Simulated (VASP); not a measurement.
# Cs (Im-3m) in VASP: single point with PBE

Aim: the single point of Cs with PBE.

All numbers are computed with VASP 6.6.1; they aren't measurements. Logs are shortened: lines on timing, memory, paths and dates and some standing lists are left out, and cuts for length are marked.

### Step 1. The cell of the first run

Symmetry: Im-3m, No. 229, cubic system. The conventional cell has a = 6.165 Å, b = 6.165 Å, c = 6.165 Å, α = 90.00°, β = 90.00°, γ = 90.00°.

### Step 2. Single point, PBE

File INCAR:

```
SYSTEM = Cs
  PREC = Accurate
  ENCUT = 520
  EDIFF = 1E-7
  ISMEAR = -1
  SIGMA = 0.13605693000000002
  LREAL = .False.
  LASPH = .True.
  NELM = 80
  ALGO = Normal
  ISIF = 2
  LWAVE = .False.
  LCHARG = .True.
  GGA = PE
  LELF = .True.
  LVHAR = .True.
  NBANDS = 10
```

File KPOINTS:

```
Automatic mesh
0
Gamma
  8 8 8
  0 0 0
```

File POSCAR:

```
Cs
1.0
   -3.0824713117      3.0824713117      3.0824713117
    3.0824713117     -3.0824713117      3.0824713117
    3.0824713117      3.0824713117     -3.0824713117
Cs
1
Direct
    0.0000000000      0.0000000000      0.0000000000
```

Potentials or basis: VASP PAW PBE potentials, release 64 (Cs_sv).

Started as:

```console
> cat potpaw_PBE.64/Cs_sv/POTCAR > POTCAR
> mpirun -np 1 vasp_std > vasp.out
```

OUTCAR:

```text
SYSTEM = Cs
   PREC = Accurate
   ENCUT = 520
   EDIFF = 1E-7
   ISMEAR = -1
   LREAL = .False.
   LASPH = .True.
   NELM = 80
   ISIF = 2
   GGA = PE

 ion  position               nearest neighbor table
   1  0.000  0.000  0.000-

  LATTYP: Found a body centered cubic cell.
 ALAT       =     6.1649426234

  Lattice vectors:

 A1 = (  -3.0824713117,   3.0824713117,   3.0824713117)
 A2 = (   3.0824713117,  -3.0824713117,   3.0824713117)
 A3 = (   3.0824713117,   3.0824713117,  -3.0824713117)

Analysis of symmetry for initial positions (statically):
=====================================================================
 Subroutine PRICEL returns:
 Original cell was already a primitive cell.

 Routine SETGRP: Setting up the symmetry group for a
 body centered cubic supercell.

 Subroutine GETGRP returns: Found 48 space group operations
[... 9 lines left out ...]

 Routine SETGRP: Setting up the symmetry group for a
 body centered cubic supercell.

 Subroutine GETGRP returns: Found 48 space group operations
[... 11 lines left out ...]
                                     Primitive cell

  volume of cell :     117.1540

  direct lattice vectors                    reciprocal lattice vectors
    -3.082471312  3.082471312  3.082471312     0.000000000  0.162207511  0.162207511
     3.082471312 -3.082471312  3.082471312     0.162207511  0.000000000  0.162207511
     3.082471312  3.082471312 -3.082471312     0.162207511  0.162207511  0.000000000

  length of vectors
     5.338996925  5.338996925  5.338996925     0.229396062  0.229396062  0.229396062

  position of ions in fractional coordinates (direct lattice)
     0.000000000  0.000000000  0.000000000

  ion indices of the primitive-cell ions
   primitive index   ion index
                 1           1

----------------------------------------------------------------------------------------

 KPOINTS: Automatic mesh

Automatic generation of k-mesh.
 Grid dimensions read from file:
 generate k-points for:    8    8    8

 Generating k-lattice:

  Cartesian coordinates                     Fractional coordinates (reciprocal lattice)
     0.000000000  0.020275939  0.020275939     0.125000000  0.000000000  0.000000000
     0.020275939  0.000000000  0.020275939     0.000000000  0.125000000  0.000000000
     0.020275939  0.020275939  0.000000000     0.000000000  0.000000000  0.125000000

  Length of vectors
     0.028674508  0.028674508  0.028674508

  Shift w.r.t. Gamma in fractional coordinates (k-lattice)
     0.000000000  0.000000000  0.000000000

 Subroutine IBZKPT returns following result:
 ===========================================

 Found     29 irreducible k-points:

 Following reciprocal coordinates:
            Coordinates               Weight
  0.000000  0.000000  0.000000      1.000000
  0.125000  0.000000  0.000000     12.000000
  0.250000  0.000000  0.000000     12.000000
  0.375000  0.000000  0.000000     12.000000
  0.500000  0.000000  0.000000      6.000000
  0.125000  0.125000  0.000000     24.000000
[... 16 lines left out ...]
 -0.250000  0.250000  0.250000      6.000000
 -0.375000  0.375000  0.250000     24.000000
 [... further k-points ...]
   k-points           NKPTS =     29   k-points in BZ     NKDIM =     29   number of bands    NBANDS=     10
   number of dos      NEDOS =    301   number of ions     NIONS =      1
   total plane-waves  NPLWV =  64000
   dimension x,y,z NGX =    40 NGY =   40 NGZ =   40
   dimension x,y,z NGXF=    80 NGYF=   80 NGZF=   80
   ions per type =               1
   NGX,Y,Z   is equivalent  to a cutoff of  12.46, 12.46, 12.46 a.u.
   NGXF,Y,Z  is equivalent  to a cutoff of  24.91, 24.91, 24.91 a.u.
 SYSTEM =  Cs
   PREC   = accura    normal or accurate (medium, high low for compatibility)
   ISTART =      0    job   : 0-new  1-cont  2-samecut
   ICHARG =      2    charge: 1-file 2-atom 10-const
   ISPIN  =      1    spin polarized calculation?
   LNONCOLLINEAR =      F non collinear calculations
   LSORBIT =      F    spin-orbit coupling
   LASPH  =      T    aspherical Exc in radial PAW
   ENCUT  =  520.0 eV  38.22 Ry    6.18 a.u.   9.93  9.93  9.93*2*pi/ulx,y,z
   NELM   =     80;   NELMIN=  2; NELMDL= -5     # of ELM steps
   EDIFF  = 0.1E-06   stopping-criterion for ELM
   LREAL  =      F    real-space projection
   EDIFFG = 0.1E-05   stopping-criterion for IOM
   NSW    =      0    number of steps for IOM
   IBRION =     -1    ionic relax: 0-MD 1-quasi-New 2-CG
   NFREE  =      0    steps in history (QN), initial steepest desc. (CG)
   ISIF   =      2    stress and relaxation
   ISYM   =      2    0-nonsym 1-usesym 2-fastsym
   POTIM  = 0.5000    time-step for ionic-motion
   TEBEG  =    0.0;   TEEND  =   0.0 temperature during run
   PSTRESS=    0.0 pullay stress
   NELECT =       9.0000    total number of electrons
   NUPDOWN=      -1.0000    fix difference up-down
   EMIN   =  10.00;   EMAX   =-10.00  energy-range for DOS
   EFERMI =   0.00;   METHOD = LEGACY
   ISMEAR =    -1;   SIGMA  =   0.14  broadening in eV -4-tet -1-fermi 0-gaus
   EFERMI_NEDOS =   21; number of points for ismear=-14 and -15
   IALGO  =     38    algorithm
   IMIX   =      4    mixing-type and parameters
     AMIX     =   0.40;   BMIX     =  1.00
     AMIX_MAG =   1.60;   BMIX_MAG =  1.00
  volume/ion in A,a.u.               =     117.15       790.59
  Fermi-wavevector in a.u.,A,eV,Ry     =   0.695937  1.315130  6.589688  0.484328
  Thomas-Fermi vector in A             =   1.778848
   LORBIT       =      0    0 simple, 1 ext, 2 COOP (PROOUT), +10 PAW based schemes
   GGA     = PE    functional components
   LHFCALC =     F    Hartree Fock is set to
   AEXX    =    0.0000 exact exchange contribution
   IVDW    =     0    specifies the selected vdW correction
   LEPSILON=     F    determine dielectric tensor
   LRPA    =     F    only Hartree local field effects (RPA)
 non-spin polarized calculation
  energy-cutoff  :      520.00
  volume of cell :      117.15
 maximum number of plane-waves:      3252
   NGX = 19   NGY = 19   NGZ = 19

 number of electron       9.0000002 magnetization

 Free energy of the ion-electron system (eV)
  ---------------------------------------------------
  ext. energy  EPLUGINS =         0.00000000
  ---------------------------------------------------
  free energy    TOTEN  =        -0.88803904 eV

  energy without entropy =       -0.81323686  energy(sigma->0) =       -0.85063795

 E-fermi :   0.3933     XC(G=0):  -5.3595

 val. band max:        0.3202523130   @ k =   0.2500   0.1250   0.1250
 cond. band min:       0.4281884644   @ k =   0.2500   0.2500   0.0000
 fundamental gap:      0.1079361514
 Fermi energy:         0.3932651084

 k-point     1 :       0.0000    0.0000    0.0000
  band No.  band energies     occupation
      1     -23.4577      2.00000
      2     -10.2037      2.00000
      3     -10.2037      2.00000
      4     -10.2037      2.00000
      5      -1.2501      1.99999
      6       2.8911      0.00000
      7       2.8911      0.00000
      8       2.8911      0.00000
      9       3.7347      0.00000
     10       3.7347      0.00000

 k-point     2 :       0.1250    0.0000    0.0000
  band No.  band energies     occupation
      1     -23.4568      2.00000
      2     -10.2232      2.00000
      3     -10.2100      2.00000
      4     -10.2037      2.00000
      5      -1.0818      1.99996
      6       2.7087      0.00000
      7       2.7174      0.00000
      8       3.0600      0.00000
      9       3.5325      0.00000
     10       3.7090      0.00000

 k-point     3 :       0.2500    0.0000    0.0000
  band No.  band energies     occupation
      1     -23.4546      2.00000
      2     -10.2692      2.00000
      3     -10.2253      2.00000
      4     -10.2037      2.00000
      5      -0.6138      1.99878
      6       2.1372      0.00001
      7       2.3938      0.00000
      8       3.5548      0.00000
      9       3.5858      0.00000
     10       3.7335      0.00000

 k-point     4 :       0.3750    0.0000    0.0000
  band No.  band energies     occupation
      1     -23.4525      2.00000
      2     -10.3141      2.00000
      3     -10.2404      2.00000
      4     -10.2038      2.00000
      5       0.0261      1.87385
      6       1.5825      0.00032
      7       2.1448      0.00001
      8       3.6595      0.00000
      9       3.9256      0.00000
     10       4.3354      0.00000

 k-point     5 :       0.5000    0.0000    0.0000
  band No.  band energies     occupation
      1     -23.4516      2.00000
      2     -10.3323      2.00000
      3     -10.2466      2.00000
      4     -10.2038      2.00000
      5       0.4524      0.78599
      6       1.2629      0.00335
      7       2.0552      0.00001
      8       3.5662      0.00000
      9       4.1758      0.00000
     10       4.7027      0.00000

 k-point     6 :       0.1250    0.1250    0.0000
  band No.  band energies     occupation
      1     -23.4553      2.00000
      2     -10.2548      2.00000
      3     -10.2173      2.00000
      4     -10.2083      2.00000
      5      -0.7619      1.99959
      6       2.3443      0.00000
      7       2.4480      0.00000
      8       3.3875      0.00000
      9       3.3943      0.00000
     10       3.8751      0.00000
[... 183 lines left out ...]
 k-point    21 :      -0.3750   -0.3750    0.1250
  band No.  band energies     occupation
      1     -23.4498      2.00000
      2     -10.2973      2.00000
      3     -10.2973      2.00000
      4     -10.2293      2.00000
      5       1.2520      0.00362
      6       1.2520      0.00362
      7       1.4779      0.00069
      8       3.5933      0.00000
      9       3.5933      0.00000
     10       4.1334      0.00000

 k-point    22 :       0.2500    0.2500    0.2500
  band No.  band energies     occupation
      1     -23.4512      2.00000
      2     -10.2669      2.00000
      3     -10.2669      2.00000
      4     -10.2669      2.00000
      5       1.3950      0.00127
      6       1.3950      0.00127
      7       1.3950      0.00127
      8       2.7425      0.00000
      9       4.2529      0.00000
     10       4.2529      0.00000

 k-point    23 :      -0.2500    0.2500    0.2500
  band No.  band energies     occupation
      1     -23.4519      2.00000
      2     -10.2711      2.00000
      3     -10.2484      2.00000
      4     -10.2484      2.00000
      5      -0.0416      1.92136
      6       1.9524      0.00002
      7       2.6353      0.00000
      8       2.6353      0.00000
      9       3.6225      0.00000
     10       3.7766      0.00000

 k-point    24 :      -0.3750    0.3750    0.2500
  band No.  band energies     occupation
      1     -23.4500      2.00000
      2     -10.2997      2.00000
      3     -10.2646      2.00000
      4     -10.2518      2.00000
      5       0.5296      0.53699
      6       1.5123      0.00054
      7       2.6135      0.00000
      8       2.6283      0.00000
      9       3.4746      0.00000
     10       4.2052      0.00000

 [... further k-points ...]

------------------------ aborting loop because EDIFF is reached ----------------------------------------

  FORCE on cell =-STRESS in cart. coord.  units (eV):
  Direction    XX          YY          ZZ          XY          YZ          ZX
  --------------------------------------------------------------------------------------
  -------------------------------------------------------------------------------------
  Total       -0.0062957     -0.0062957     -0.0062957      0.0000000     -0.0000000      0.0000000
  in kB       -0.0860987     -0.0860987     -0.0860987      0.0000000     -0.0000000      0.0000000
  external PRESSURE =      -0.0860987 kB  Pullay stress =       0.0000000 kB

 VOLUME and BASIS-vectors are now :
 -----------------------------------------------------------------------------
  energy-cutoff  :      520.00
  volume of cell :      117.15
      direct lattice vectors                 reciprocal lattice vectors
    -3.082471312  3.082471312  3.082471312     0.000000000  0.162207511  0.162207511
     3.082471312 -3.082471312  3.082471312     0.162207511  0.000000000  0.162207511
     3.082471312  3.082471312 -3.082471312     0.162207511  0.162207511  0.000000000

 POSITION                                       TOTAL-FORCE (eV/Angst)
 -----------------------------------------------------------------------------------
      0.00000      0.00000      0.00000         0.000000      0.000000      0.000000
 -----------------------------------------------------------------------------------
    total drift:                               -0.000000      0.000000     -0.000000

  FREE ENERGIE OF THE ION-ELECTRON SYSTEM (eV)
  ---------------------------------------------------
  free  energy   TOTEN  =        -0.8880390448 eV

  energy  without entropy=       -0.8132368570  energy(sigma->0) =       -0.85063795
```

Run time: 23 s. Hardware: 1 thread of Intel Xeon Platinum 8375C at 2.90GHz (Ice Lake), shared host; peak memory 0.24 GiB.

Results:

```yaml
Free_energy: -0.8880 eV
Pressure: 0.0 GPa
```

Caveat: spin-orbit coupling is left out, which moves the levels of the heavy elements.
